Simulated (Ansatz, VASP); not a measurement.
La: VASP beside Ansatz

File INCAR:

```
PREC = Accurate ; ENCUT = 520
EDIFF = 1E-6 ; ISMEAR = -1
SIGMA = 0.1 ; LREAL = F
LASPH = T ; NELM = 100
ALGO = Normal ; ISIF = 2
LWAVE = F ; LCHARG = F
GGA = PS ; NBANDS = 30
```

File KPOINTS:

```
Automatic mesh
0
Gamma
  13 13 4
```

POSCAR

```
La
1.0
    3.8062924175      0.0000000000      0.0000000000
   -1.9031462087      3.2963459278      0.0000000000
    0.0000000000      0.0000000000     12.2092730459
La
4
Direct
    0.0000000000      0.0000000000      1.0000000000
    1.0000000000      0.0000000000      0.5000000000
    0.3333333333      0.6666666667      0.7500000000
    0.6666666667      0.3333333333      0.2500000000
```

Input for Ansatz:

```yaml
crystal:
  lattice:
    - [3.8062923889, 0.0, 0.0]
    - [-1.9031461944, 3.296345903, 0.0]
    - [0.0, 0.0, 12.2092730039]
  atoms:
    - { symbol: La, position: [0.0, 0.0, 1.0] }
    - { symbol: La, position: [0.0, 1.0, 0.5] }
    - { symbol: La, position: [0.3333333333, 0.6666666667, 0.75] }
    - { symbol: La, position: [0.6666666667, 0.3333333333, 0.25] }
hamiltonian:
  xc: pbesol
  pseudopotentials:
    kind: paw
    azcp:
      La: "pseudopotentials/La.paw.azcp"
basis:
  ecutwfc: 420
  fft_grid_basis: typed
kpoints:
  mp_grid: { grid: [13, 13, 4], shift: [0, 0, 0] }
magnetization:
  spin_polarized: false
scf:
  occupations: { method: fermi_dirac, width: 0.1 }
output:
  stress: true
```

Alike in both runs: task single point; functional PBEsol; k mesh 13 × 13 × 4; occupations fermi-dirac, width 0.1 eV; no spin polarisation.

|  | VASP | Ansatz |
| --- | --- | --- |
| version | VASP 6.6.1 | Ansatz 0.2.0 |
| potentials or method | VASP PAW PBE potentials, release 64 (La), cutoff 520 eV | plane waves (420 eV) with PAW, scalar-relativistic |
| valence electrons in the cell | 44 | 44 |

|  | VASP | Ansatz | Ansatz less VASP |
| --- | --- | --- | --- |
| pressure (GPa) | -2.7 | -2.7 | +0.06 |
| traceless stress, the component that is largest in VASP (GPa) | 0.06 | 0.06 | -0.001 |

VASP's potentials were made for PBE, not for PBEsol, and Ansatz warns of the same on its side. The functional is the same, so the differences come from potentials, cutoffs and numerics.

Spin-orbit coupling is off throughout.
